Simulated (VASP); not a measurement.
Bi: single point with LDA

Bi:

```
Bi
1.0
     3.23838    0.00000    0.00000
     0.00000    3.22164    0.00000
    -0.08045    0.00000    6.54055
Bi
2
Direct
  0.54425 0.00000 0.74958
  0.45595 0.00000 0.25818
```

This cell differs from its parent crystal: last atom moved by 0.05 Å along z, cell strained by +1.5% along z.

```json
{"Program": "VASP 6.6.1", "Task": "single point", "Functional": "LDA", "Potentials or basis": "VASP PAW LDA potentials, release 64 (Bi_d)", "Cutoff": "640 eV", "k mesh": "16 × 16 × 8", "Occupations": "methfessel-paxton, width 0.05 eV", "Spin": "no spin polarisation", "Tolerance level": "standard", "Purpose": "all", "Further INCAR settings": "ADDGRID = False; ALGO = Normal; EDIFF = 1e-08; NBANDS = 35"}
```

| Quantity | Value |
| --- | --- |
| Pressure | -2.2 GPa |
| Largest force | 0.070 eV/Å |

Forces in eV/Å, atoms in the order of the input:
```
Bi  -0.023  0.000  0.066
Bi   0.023  0.000 -0.066
```

Stress tensor (GPa, compression positive):
```
-2.07  0.00  0.11
 0.00 -1.47  0.00
 0.11  0.00 -3.04
```

Levels at points of the mesh, in eV from the Fermi level:
| k point | band 13 | band 14 | band 15 | band 16 | band 17 | band 18 |
| --- | --- | --- | --- | --- | --- | --- |
| (0.00, 0.00, 0.00) | -4.94 | 2.92 | 3.28 | 3.33 | 4.77 | 5.13 |
| (0.50, 0.00, 0.00) | -4.95 | -3.23 | -2.98 | 2.42 | 5.18 | 5.26 |
| (0.00, 0.50, 0.00) | -4.99 | -3.21 | -3.00 | 2.78 | 4.86 | 5.24 |
| (0.50, 0.50, 0.00) | -3.10 | -3.03 | -1.49 | -1.41 | -1.15 | 2.85 |

It took 2.3 min on 4 MPI ranks on Intel(R) Xeon(R) 6975P-C (Granite Rapids), with other jobs on the host, peak memory 1.2 GiB a rank.

Caveat: the cell differs from its parent crystal (last atom moved by 0.05 Å along z, cell strained by +1.5% along z); spin-orbit coupling is left out, which moves the levels of the heavy elements.
